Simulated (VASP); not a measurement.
## MgO: single point with r2SCAN

The system is MgO.

```
Mg O
1.0
     0.00000    2.12319    2.08979
     2.12319    0.00000    2.08979
     2.12319    2.12319    0.00000
Mg O
1 1
Direct
  0.00000 0.00000 0.00000
  0.50000 0.50000 0.50000
```

This cell differs from its parent crystal: epitaxial xy strain +1.0%.

- Program: VASP 6.6.1
- Task: single point
- Functional: r2SCAN
- Potentials or basis: VASP PAW PBE potentials, release 64 (Mg, O)
- Cutoff: 520 eV
- k mesh: 10 × 10 × 10
- Occupations: gaussian, width 0.01 eV
- Spin: no spin polarisation

- Pressure: -3.3 GPa
- Band gap on the k mesh: 5.50 eV, direct

Stress tensor (GPa, compression positive):
```
-4.39  0.00  0.00
 0.00 -4.39  0.00
 0.00  0.00 -1.15
```

Levels at points of the mesh, in eV from the valence-band top:
```tsv
k point	band 2	band 3	band 4	band 5	band 6	band 7
(0.00, 0.00, 0.00)	-0.04	0.00	0.00	5.50	16.72	16.72
(0.50, 0.00, 0.00)	-4.58	-0.69	-0.66	8.73	13.69	17.14
(0.50, 0.50, 0.00)	-4.04	-1.42	-1.42	9.90	10.94	14.32
(0.50, 0.00, 0.50)	-4.10	-1.40	-1.30	10.07	10.96	14.11
```

It took 2.1 min on 1 thread of AMD EPYC 7R13 Processor (Zen 3) (shared host), peak memory 0.12 GiB.

Caveat: the cell differs from its parent crystal (epitaxial xy strain +1.0%); the PAW data sets were made with another functional, which shifts forces and pressure a little.
